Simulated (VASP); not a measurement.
## CuO: single point with PBE+U

CuO:

```
O Cu
1.0
     2.34150   -1.71015    0.00000
     2.34150    1.71015    0.00000
    -0.86404    0.00000    5.05113
O Cu
2 2
Direct
  0.58300 0.41700 0.25000
  0.41700 0.58300 0.75000
  0.00000 0.50000 0.00000
  0.50000 0.00000 0.50000
```

| Property | Result |
| --- | --- |
| Program | VASP 6.6.1 |
| Task | single point |
| Functional | PBE |
| Potentials or basis | VASP PAW PBE potentials, release 64 (O, Cu) |
| Cutoff | 520 eV |
| k mesh | 7 × 7 × 4 |
| Occupations | fermi-dirac, width 0.1 eV |
| Spin | collinear spin, antiferromagnetic start |
| Starting moments | [0.0, 0.0, 1.0, -1.0] μB |
| Hubbard terms | Cu d U = 4.0 eV |
| Dipole correction | no |
| Further INCAR settings | ALGO = Normal; EDIFF = 1e-07; NBANDS = 29 |

```yaml
Pressure: 4.3 GPa
Largest_force: 0.046 eV/Å
Band_gap_on_the_k_mesh: 0.60 eV, indirect (least direct gap 0.88 eV)
Net_moment: 0.00 μB per cell
Site_moments: O +0.00; Cu +0.57, -0.57 μB
Valence_electrons_inside_the_program's_atomic_spheres: O 4.99; Cu 9.93
```

Forces on the atoms (eV/Å):
```
O    0.000  0.046  0.000
O    0.000 -0.046  0.000
Cu   0.000  0.000  0.000
Cu   0.000  0.000  0.000
```

Stress tensor (GPa, compression positive):
```
 3.71  0.00 -0.08
 0.00  4.56  0.00
-0.08  0.00  4.61
```

Levels at points of the mesh, in eV from the valence-band top:
Spin up:
| k point | band 14 | band 15 | band 16 | band 17 | band 18 | band 19 | band 20 | band 21 |
| --- | --- | --- | --- | --- | --- | --- | --- | --- |
| (0.00, 0.00, 0.00) | -2.42 | -2.23 | -1.90 | 0.00 | 1.84 | 2.07 | 6.65 | 8.67 |
| (0.00, 0.00, 0.50) | -2.88 | -1.57 | -1.52 | -0.34 | 1.59 | 4.35 | 4.44 | 12.16 |
Spin down:
| k point | band 13 | band 14 | band 15 | band 16 | band 17 | band 18 | band 19 | band 20 | band 21 | band 22 |
| --- | --- | --- | --- | --- | --- | --- | --- | --- | --- | --- |
| (0.00, 0.00, 0.00) | -2.64 | -2.42 | -2.23 | -1.90 | 0.00 | 1.84 | 2.07 | 6.65 | 8.67 | 13.96 |
| (0.00, 0.00, 0.50) | -3.03 | -2.88 | -1.57 | -1.52 | -0.34 | 1.59 | 4.35 | 4.44 | 12.16 | 12.18 |

Eigenvalues of the final occupation matrices:
| site | spin | trace | eigenvalues |
| --- | --- | --- | --- |
| site 3 d | 1 | 4.88 | 0.96 0.97 0.97 0.98 1.01 |
| site 3 d | 2 | 4.30 | 0.43 0.95 0.97 0.97 0.98 |
| site 4 d | 1 | 4.30 | 0.43 0.95 0.97 0.97 0.98 |
| site 4 d | 2 | 4.88 | 0.96 0.97 0.97 0.98 1.01 |

It took 88 s on 1 thread of AMD EPYC 9R45 96-Core Processor (Zen 5) (shared host), peak memory 0.21 GiB.

A k mesh can miss the band edges. The state reached can hang on the start; a lower one may exist.
